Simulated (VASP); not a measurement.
# Ir2O (P6/mmm) in VASP: a series of runs, part 2 of 2

VASP 6.6.1.

### Step 3. Single point, PBE, collinear spin

This run uses another cell than the first one, of 13.53 Å³/atom.

Contents of INCAR:

```
SYSTEM = Ir2O
ALGO = Normal
EDIFF = 1E-6
ENCUT = 520
GGA = PE
ISIF = 2
ISMEAR = 0
ISPIN = 2
LASPH = .True.
LCHARG = .False.
LMAXMIX = 4
LORBIT = 11
LREAL = .False.
LWAVE = .False.
MAGMOM = 1 1 0
NBANDS = 23
NELM = 150
PREC = Accurate
SIGMA = 0.1
```

Contents of KPOINTS:

```
k-points
0
Gamma
  6 6 4
  0 0 0
```

Contents of POSCAR:

```
Ir2O
1.0
    2.7093578699      0.0000000000      0.0000000000
   -1.3546789349      2.3463727433      0.0000000000
    0.0000000000      0.0000000000      6.3827310779
Ir O
2 1
Direct
    0.0000000000      0.0000000000      0.7995627193
    0.0000000000      0.0000000000      0.2004372807
    0.0000000000      0.0000000000      0.5000000000
```

Potentials or basis: VASP PAW PBE potentials, release 64 (Ir, O).

Started as:

```
cat potpaw_PBE.64/Ir/POTCAR potpaw_PBE.64/O/POTCAR > POTCAR
mpirun -np 1 vasp_std > vasp.out
```

OUTCAR:

```text
SYSTEM = Ir2O
   EDIFF = 1E-6
   ENCUT = 520
   GGA = PE
   ISIF = 2
   ISMEAR = 0
   ISPIN = 2
   LASPH = .True.
   LORBIT = 11
   LREAL = .False.
   NELM = 150
   PREC = Accurate

 ion  position               nearest neighbor table
   1  0.000  0.000  0.800-   3 1.91   2 2.56
   2  0.000  0.000  0.200-   3 1.91   1 2.56
   3  0.000  0.000  0.500-   1 1.91   2 1.91

  LATTYP: Found a hexagonal cell.
 ALAT       =     2.7093578699
 C/A-ratio  =     2.3558095255

  Lattice vectors:

 A1 = (   2.7093578699,   0.0000000000,   0.0000000000)
 A2 = (  -1.3546789349,   2.3463727433,   0.0000000000)
 A3 = (   0.0000000000,   0.0000000000,   6.3827310779)

Analysis of symmetry for initial positions (statically):
=====================================================================
 Subroutine PRICEL returns:
 Original cell was already a primitive cell.

 Routine SETGRP: Setting up the symmetry group for a
 hexagonal supercell.

 Subroutine GETGRP returns: Found 24 space group operations
 (whereof 24 operations were pure point group operations)
 out of a pool of 24 trial point group operations.

The static configuration has the point symmetry D_6h.

Analysis of symmetry for dynamics (positions and initial velocities):
=====================================================================
 Subroutine PRICEL returns:
 Original cell was already a primitive cell.

 Routine SETGRP: Setting up the symmetry group for a
 hexagonal supercell.

 Subroutine GETGRP returns: Found 24 space group operations
 (whereof 24 operations were pure point group operations)
 out of a pool of 24 trial point group operations.

The dynamic configuration has the point symmetry D_6h.

Analysis of structural, dynamic, and magnetic symmetry:
=====================================================================
[... 152 lines left out ...]
  ext. energy  EPLUGINS =         0.00000000
  ---------------------------------------------------
  free energy    TOTEN  =       -21.89120157 eV

  energy without entropy =      -21.86979761  energy(sigma->0) =      -21.88049959

 E-fermi :   6.9722     XC(G=0): -12.7090

 val. band max:        6.9614533144   @ k =   0.1667   0.1667   0.0000
 cond. band min:       6.9741646594   @ k =   0.3333   0.0000   0.2500
 fundamental gap:      0.0127113450
 Fermi energy:         6.9722075672

 spin component 1

 k-point     1 :       0.0000    0.0000    0.0000
  band No.  band energies     occupation
      1     -12.7240      1.00000
      2      -1.3677      1.00000
      3      -0.7091      1.00000
      4       0.0011      1.00000
      5       2.5077      1.00000
      6       3.9630      1.00000
[... 535 lines left out ...]
     22      23.6866      0.00000
     23      24.3533      0.00000
 Fermi energy:         6.9722075672

 spin component 2

 k-point     1 :       0.0000    0.0000    0.0000
  band No.  band energies     occupation
      1     -12.7291      1.00000
      2      -1.3683      1.00000
      3      -0.7108      1.00000
      4       0.0000      1.00000
      5       2.5062      1.00000
      6       3.9620      1.00000
[... 535 lines left out ...]
     22      23.6859      0.00000
     23      24.3509      0.00000

------------------------ aborting loop because EDIFF is reached ----------------------------------------

  FORCE on cell =-STRESS in cart. coord.  units (eV):
  Direction    XX          YY          ZZ          XY          YZ          ZX
  --------------------------------------------------------------------------------------
  -------------------------------------------------------------------------------------
  Total       -0.0481000     -0.0481000      0.5944808     -0.0000000     -0.0000000     -0.0000000
  in kB       -1.8992655     -1.8992655     23.4735356     -0.0000000     -0.0000000     -0.0000000
  external PRESSURE =       6.5583348 kB  Pullay stress =       0.0000000 kB

 VOLUME and BASIS-vectors are now :
 -----------------------------------------------------------------------------
  energy-cutoff  :      520.00
  volume of cell :       40.58
      direct lattice vectors                 reciprocal lattice vectors
     2.709357870  0.000000000  0.000000000     0.369091146  0.213094872  0.000000000
    -1.354678935  2.346372743  0.000000000     0.000000000  0.426189745  0.000000000
     0.000000000  0.000000000  6.382731078     0.000000000  0.000000000  0.156672745

 POSITION                                       TOTAL-FORCE (eV/Angst)
 -----------------------------------------------------------------------------------
      0.00000      0.00000      5.10339        -0.000000      0.000000      0.107674
      0.00000      0.00000      1.27934         0.000000     -0.000000     -0.107674
      0.00000      0.00000      3.19137         0.000000      0.000000      0.000000
 -----------------------------------------------------------------------------------
    total drift:                                0.000000      0.000000      0.000000

  FREE ENERGIE OF THE ION-ELECTRON SYSTEM (eV)
  ---------------------------------------------------
  free  energy   TOTEN  =       -21.8912015749 eV

  energy  without entropy=      -21.8697976071  energy(sigma->0) =      -21.88049959

 total charge

# of ion       s       p       d       tot
------------------------------------------
    1        0.701   0.683   6.886   8.269
    2        0.701   0.683   6.886   8.269
    3        1.592   3.318   0.000   4.910
--------------------------------------------------
tot          2.993   4.683  13.771  21.448

 magnetization (x)

# of ion       s       p       d       tot
------------------------------------------
    1       -0.000  -0.000  -0.001  -0.001
    2       -0.000  -0.000  -0.001  -0.001
    3       -0.000  -0.002   0.000  -0.002
--------------------------------------------------
tot         -0.000  -0.002  -0.002  -0.005
```

stdout:

```text
POSCAR found type information on POSCAR IrO
 POSCAR found :  2 types and       3 ions
 scaLAPACK will be used
 LDA part: xc-table for (Slater+PW92), standard interpolation
 POSCAR, INCAR and KPOINTS ok, starting setup
 FFT: planning ... GRIDC
 FFT: planning ... GRID_SOFT
 FFT: planning ... GRID
 WAVECAR not read
 entering main loop
```

Run time: 84 s. Hardware: 1 thread of Intel Xeon 8259CL, shared host; peak memory 0.18 GiB.

What came out:

```
Free energy                                           : -21.8912 eV
Pressure                                              : 0.7 GPa
Largest force                                         : 0.108 eV/Å
Band gap on the k mesh                                : zero (filled and empty bands overlap)
Net moment                                            : -0.01 μB per cell
Valence electrons inside the program's atomic spheres : Ir 8.27; O 4.91
```

Forces on the atoms (eV/Å):
```
Ir   0.000  0.000  0.108
Ir   0.000  0.000 -0.108
O    0.000  0.000  0.000
```

Caveat: the k points lie up to 0.45 Å⁻¹ apart, too coarse for converged energies and pressures of a metal; spin-orbit coupling is left out, which moves the levels of the heavy elements.

### Step 4. Single point, PBE

This run uses another cell than the first one, of 13.51 Å³/atom.

Contents of INCAR:

```
PREC = Accurate ; ENCUT = 520
EDIFF = 1E-7 ; ISMEAR = 0
SIGMA = 0.1 ; LREAL = F
LASPH = T ; NELM = 60
ALGO = Normal ; ISIF = 2
LWAVE = F ; LCHARG = F
GGA = PE ; NBANDS = 19
```

Contents of KPOINTS:

```
Automatic mesh
0
Gamma
  18 18 8
```

Contents of POSCAR:

```
Ir2O
1.0
    2.7116870747      0.0000000000      0.0000000000
   -1.3558435373      2.3483898938      0.0000000000
    0.0000000000      0.0000000000      6.3668615486
Ir O
2 1
Direct
    0.0000000000      0.0000000000      0.8010038096
    0.0000000000      0.0000000000      0.1989961904
    0.0000000000      0.0000000000      0.5000000000
```

Potentials or basis: VASP PAW PBE potentials, release 64 (Ir, O).

Started as:

```
cat potpaw_PBE.64/Ir/POTCAR potpaw_PBE.64/O/POTCAR > POTCAR
mpirun -np 1 vasp_std > vasp.out
```

OUTCAR:

```text
PREC = Accurate
   ENCUT = 520
   EDIFF = 1E-7
   ISMEAR = 0
   LREAL = F
   LASPH = T
   NELM = 60
   ISIF = 2
   GGA = PE

 ion  position               nearest neighbor table
   1  0.000  0.000  0.801-   3 1.92   2 2.53
   2  0.000  0.000  0.199-   3 1.92   1 2.53
   3  0.000  0.000  0.500-   1 1.92   2 1.92

  LATTYP: Found a hexagonal cell.
 ALAT       =     2.7116870747
 C/A-ratio  =     2.3479337303

  Lattice vectors:

 A1 = (   2.7116870747,   0.0000000000,   0.0000000000)
[... 192 lines left out ...]
      5       2.5511      2.00000
      6       3.9638      2.00000
[... 505 lines left out ...]
      6       2.8581      2.00000
[... 11 lines left out ...]
     18      18.0540      0.00000
     19      19.7874      0.00000

 [... further k-points ...]
[... 5 lines left out ...]
  --------------------------------------------------------------------------------------
  -------------------------------------------------------------------------------------
  Total        0.0498446      0.0498446      0.6184088      0.0000000     -0.0000000      0.0000000
  in kB        1.9696692      1.9696692     24.4371783      0.0000000     -0.0000000      0.0000000
  external PRESSURE =       9.4588389 kB  Pullay stress =       0.0000000 kB

 VOLUME and BASIS-vectors are now :
 -----------------------------------------------------------------------------
  energy-cutoff  :      520.00
  volume of cell :       40.54
      direct lattice vectors                 reciprocal lattice vectors
     2.711687075  0.000000000  0.000000000     0.368774115  0.212911834  0.000000000
    -1.355843537  2.348389894  0.000000000     0.000000000  0.425823669  0.000000000
     0.000000000  0.000000000  6.366861549     0.000000000  0.000000000  0.157063255

 POSITION                                       TOTAL-FORCE (eV/Angst)
 -----------------------------------------------------------------------------------
      0.00000      0.00000      5.09988        -0.000000      0.000000      0.120069
      0.00000      0.00000      1.26698         0.000000     -0.000000     -0.120069
      0.00000      0.00000      3.18343         0.000000      0.000000     -0.000000
 -----------------------------------------------------------------------------------
    total drift:                                0.000000      0.000000      0.000000

  FREE ENERGIE OF THE ION-ELECTRON SYSTEM (eV)
  ---------------------------------------------------
  free  energy   TOTEN  =       -21.9586352189 eV

  energy  without entropy=      -21.9418077074  energy(sigma->0) =      -21.95022146
```

OSZICAR:

```text
N       E                     dE             d eps       ncg     rms          rms(c)
DAV:   1     0.219900423534E+03    0.21990E+03   -0.11586E+04  7030   0.125E+03
DAV:   2    -0.100856924555E+02   -0.22999E+03   -0.21822E+03  7122   0.356E+02
DAV:   3    -0.250226205055E+02   -0.14937E+02   -0.14448E+02  8332   0.960E+01
DAV:   4    -0.253507450384E+02   -0.32812E+00   -0.32705E+00  8068   0.143E+01
DAV:   5    -0.253563092287E+02   -0.55642E-02   -0.55633E-02  8295   0.186E+00    0.246E+01
DAV:   6    -0.252794265749E+02    0.76883E-01   -0.18444E+01 10856   0.478E+01    0.198E+01
DAV:   7    -0.226159705472E+02    0.26635E+01   -0.48695E+01 10932   0.310E+01    0.962E+00
DAV:   8    -0.219700245641E+02    0.64595E+00   -0.16739E+00 10644   0.136E+01    0.204E+00
DAV:   9    -0.219652835850E+02    0.47410E-02   -0.22848E-01  8499   0.344E+00    0.829E-01
DAV:  10    -0.219586908163E+02    0.65928E-02   -0.26490E-02  9929   0.151E+00    0.173E-01
DAV:  11    -0.219586291500E+02    0.61666E-04   -0.27251E-03  7690   0.370E-01    0.430E-02
DAV:  12    -0.219586441318E+02   -0.14982E-04   -0.20347E-04  9942   0.144E-01    0.384E-02
DAV:  13    -0.219586363862E+02    0.77456E-05   -0.87645E-05 11039   0.741E-02    0.135E-02
DAV:  14    -0.219586351804E+02    0.12059E-05   -0.11250E-05 10083   0.263E-02    0.272E-03
DAV:  15    -0.219586352189E+02   -0.38591E-07   -0.56202E-07  7825   0.636E-03
   1 F= -.21958635E+02 E0= -.21950221E+02  d E =-.168275E-01
```

It took 3.5 min on 1 thread of Intel Xeon 8259CL, shared host; peak memory 0.26 GiB.

Results:

* Free energy: -21.9586 eV
* Pressure: 0.9 GPa
* Largest force: 0.120 eV/Å
* Band gap on the k mesh: zero (bands 12 and 13 overlap by 2.65 eV)

Forces in eV/Å, atoms in the order of the input:
```
Ir   0.000  0.000  0.120
Ir   0.000  0.000 -0.120
O    0.000  0.000  0.000
```

Stress tensor (GPa, compression positive):
```
0.20 0.00 0.00
0.00 0.20 0.00
0.00 0.00 2.44
```

Caveat: spin-orbit coupling is left out, which moves the levels of the heavy elements.

### Step 5. Relaxation of cell and atoms, PBE, collinear spin

Contents of INCAR:

```
PREC = Accurate ; ENCUT = 600
EDIFF = 1E-6 ; ISMEAR = 0
SIGMA = 0.1 ; LREAL = F
LASPH = T ; NELM = 150
ALGO = Normal ; ISIF = 3
LWAVE = F ; LCHARG = F
ISPIN = 2 ; MAGMOM = 1 1 0
LORBIT = 11 ; LMAXMIX = 4
GGA = PE ; IBRION = 2
NSW = 90 ; EDIFFG = -0.04
```

Contents of KPOINTS:

```
regular mesh
0
Gamma
  6 6 4
```

Contents of POSCAR:

```
Ir2O
1.0
    2.8263853400      0.0000000000      0.0000000000
   -1.4131926700      2.4477215100      0.0000000000
    0.0000000000      0.0000000000      5.2504696100
Ir O
2 1
Direct
    0.0000000000      0.0000000000      0.7956741500
    0.0000000000      0.0000000000      0.2043258500
    0.0000000000      0.0000000000      0.5000000000
```

Started as:

```
cat potpaw_PBE.64/Ir/POTCAR potpaw_PBE.64/O/POTCAR > POTCAR
mpirun -np 1 vasp_std > vasp.out
```

It took 47 min on 1 thread of Intel Xeon 8259CL, shared host; peak memory 0.22 GiB.

The run converged. Its results:

| Quantity | Value |
| --- | --- |
| Free energy | -21.8864 eV |
| Relaxed volume | 13.51 Å³/atom |
| Relaxed cell | a = 2.705 Å, b = 2.705 Å, c = 6.396 Å, α = 90.00°, β = 90.00°, γ = 120.00° |
| Space group after relaxing (to 0.1 Å) | P6/mmm (No. 191) |
| Pressure after relaxing | 0.2 GPa |
| Largest force after relaxing | 0.014 eV/Å |
| Band gap on the k mesh | zero (filled and empty bands overlap) |
| Net moment | 0.00 μB per cell |
| Valence electrons inside the program's atomic spheres | Ir 8.27; O 4.91 |

Forces in eV/Å, atoms in the order of the input:
```
Ir   0.000  0.000 -0.014
Ir   0.000  0.000  0.014
O    0.000  0.000  0.000
```

Stress tensor (GPa, compression positive):
```
0.24 0.00 0.00
0.00 0.24 0.00
0.00 0.00 0.16
```

Final structure:
```
Ir O
1.0
     2.70519    0.00000    0.00000
    -1.35260    2.34276    0.00000
     0.00000    0.00000    6.39612
Ir O
2 1
Cartesian
  0.0000 0.0000 5.1170
  0.0000 0.0000 1.2791
  0.0000 0.0000 3.1981
```

Levels at points of the mesh, in eV from the Fermi level:
Spin up:
```csv
k point,band 8,band 9,band 10,band 11,band 12,band 13,band 14,band 15,band 16,band 17
"(0.00, 0.00, 0.00)",-2.81,-2.81,-2.72,-2.72,0.31,0.31,0.58,0.58,4.82,7.86
"(0.50, 0.00, 0.00)",-3.11,-2.70,-0.39,-0.11,1.49,1.62,2.89,4.05,4.12,6.19
"(0.00, 0.00, 0.50)",-2.73,-2.49,-2.49,-2.41,-0.97,-0.97,1.63,1.63,3.63,8.22
"(0.50, 0.00, 0.50)",-1.88,-0.63,0.27,1.14,1.27,1.49,1.61,2.13,4.64,6.22
```
Spin down:
```csv
k point,band 8,band 9,band 10,band 11,band 12,band 13,band 14,band 15,band 16,band 17
"(0.00, 0.00, 0.00)",-2.81,-2.81,-2.72,-2.72,0.31,0.31,0.58,0.58,4.82,7.86
"(0.50, 0.00, 0.00)",-3.11,-2.70,-0.39,-0.11,1.49,1.62,2.89,4.05,4.12,6.19
"(0.00, 0.00, 0.50)",-2.73,-2.49,-2.49,-2.41,-0.97,-0.97,1.63,1.63,3.63,8.22
"(0.50, 0.00, 0.50)",-1.88,-0.63,0.27,1.14,1.27,1.49,1.61,2.13,4.64,6.22
```

Caveat: the k points lie up to 0.45 Å⁻¹ apart in the final cell, too coarse for converged energies and pressures of a metal; a cell axis changed by over 15 % at a fixed basis, so the end point is rough; spin-orbit coupling is left out, which moves the levels of the heavy elements.

### Step 6. Relaxation of cell and atoms, PBE

This run uses another cell than the first one, of 13.53 Å³/atom.

Contents of INCAR:

```
PREC = Accurate ; ENCUT = 600
EDIFF = 1E-6 ; ISMEAR = 0
SIGMA = 0.1 ; LREAL = F
LASPH = T ; NELM = 80
ALGO = Normal ; ISIF = 3
LWAVE = F ; LCHARG = F
GGA = PE ; IBRION = 2
NSW = 100 ; EDIFFG = -0.01
```

Contents of KPOINTS:

```
Automatic mesh
0
Gamma
  18 18 8
```

Contents of POSCAR:

```
Ir2O
1.0
    2.7093578699      0.0000000000      0.0000000000
   -1.3546789349      2.3463727433      0.0000000000
    0.0000000000      0.0000000000      6.3827310779
Ir O
2 1
Direct
    0.0000000000      0.0000000000      0.7995627193
    0.0000000000      0.0000000000      0.2004372807
    0.0000000000      0.0000000000      0.5000000000
```

Potentials or basis: VASP PAW PBE potentials, release 64 (Ir, O).

Started as:

```
cat potpaw_PBE.64/Ir/POTCAR potpaw_PBE.64/O/POTCAR > POTCAR
mpirun -np 1 vasp_std > vasp.out
```

It took 14 min on 1 thread of Intel Xeon 8259CL, shared host; peak memory 0.31 GiB.

Results (log left out):

```yaml
Free_energy: -21.9619 eV
Relaxed_volume: 13.54 Å³/atom
Relaxed_cell: a = 2.711 Å, b = 2.711 Å, c = 6.380 Å, α = 90.00°, β = 90.00°, γ = 120.00°
Space_group_after_relaxing_to_0.1_Å: P6/mmm (No. 191)
Energy_gained_by_relaxing: 1.1 meV/atom
Ionic_steps: 7
Pressure_after_relaxing: 0.0 GPa
Largest_force_after_relaxing: 0.004 eV/Å
Band_gap_on_the_k_mesh: zero (bands 12 and 13 overlap by 2.66 eV)
```

Forces in eV/Å, atoms in the order of the input:
```
Ir   0.000  0.000 -0.004
Ir   0.000  0.000  0.004
O    0.000  0.000  0.000
```

Step by step:
```
step  energy change (eV)  largest force (eV/Å)  pressure (GPa)  volume (Å³)
   1              0.0000                0.2565            0.71        40.58
   2              0.0029                0.1123           -2.79        40.93
   3             -0.0018                0.1099           -0.65        40.71
   4             -0.0031                0.0160            0.41        40.54
   5             -0.0031                0.0016            0.28        40.56
   6             -0.0033                0.0051           -0.11        40.65
   7             -0.0033                0.0036            0.01        40.62
```

Final structure:
```yaml
crystal:
  lattice:
    - [2.71148, 0.00000, 0.00000]
    - [-1.35574, 2.34821, 0.00000]
    - [0.00000, 0.00000, 6.38026]
  atoms:
    - { symbol: Ir, position: [0.00000, 0.00000, 0.80160] }
    - { symbol: Ir, position: [0.00000, 0.00000, 0.19840] }
    - { symbol: O, position: [0.00000, 0.00000, 0.50000] }
```

Levels at points of the mesh, in eV from the Fermi level:
```tsv
k point	band 10	band 11	band 12	band 13	band 14	band 15
(0.00, 0.00, 0.00)	-2.64	-2.64	0.41	0.41	0.59	0.59
(0.50, 0.00, 0.00)	-0.28	-0.10	1.51	1.66	2.89	4.14
(0.00, 0.00, 0.50)	-2.40	-2.29	-0.96	-0.96	1.71	1.71
(0.50, 0.00, 0.50)	0.34	1.23	1.28	1.52	1.65	2.25
```

Caveat: spin-orbit coupling is left out, which moves the levels of the heavy elements.

### Step 7. Summary

```tsv
task	spin	cell	k mesh	cutoff (eV)	gap on the mesh (eV)	pressure (GPa)	moment (μB)	relaxed volume (Å³/atom)	largest force (eV/Å)
single point	collinear	a = 2.826, b = 2.826, c = 5.250 Å, angles 90.0, 90.0, 120.0°, 3 atoms, atomic positions A	6 × 6 × 4	520	none	142.1	0.00	-	13.14
single point	collinear	a = 2.709, b = 2.709, c = 6.383 Å, angles 90.0, 90.0, 120.0°, 3 atoms, atomic positions B	6 × 6 × 4	520	none	0.7	0.01	-	0.11
single point	off	a = 2.712, b = 2.712, c = 6.367 Å, angles 90.0, 90.0, 120.0°, 3 atoms, atomic positions C	18 × 18 × 8	520	none	0.9	-	-	0.12
relaxation of cell and atoms	collinear	relaxed from a = 2.826, b = 2.826, c = 5.250 Å, angles 90.0, 90.0, 120.0°, 3 atoms, atomic positions A	6 × 6 × 4	600	none	0.2	0.00	13.51	0.01
relaxation of cell and atoms	off	relaxed from a = 2.709, b = 2.709, c = 6.383 Å, angles 90.0, 90.0, 120.0°, 3 atoms, atomic positions B	18 × 18 × 8	600	none	0.0	-	13.54	-
```

Alike in all rows: level PBE; potentials or basis VASP PAW PBE potentials, release 64 (Ir, O); smearing gaussian 0.1 eV.

Caveats: some runs use coarse meshes; spin-orbit coupling is left out, which moves the levels of the heavy elements; forces of over 1 eV/Å act on the atoms, so gaps and moduli don't describe the material at rest (at least some runs); a cell axis changed by over 15 % at a fixed basis, so the end point is rough (at least some runs).

Total energies depend on the potentials used, so only differences within one code and one set of settings carry meaning.

The gap in the log of VASP goes by the Fermi energy; the results here count the filled bands.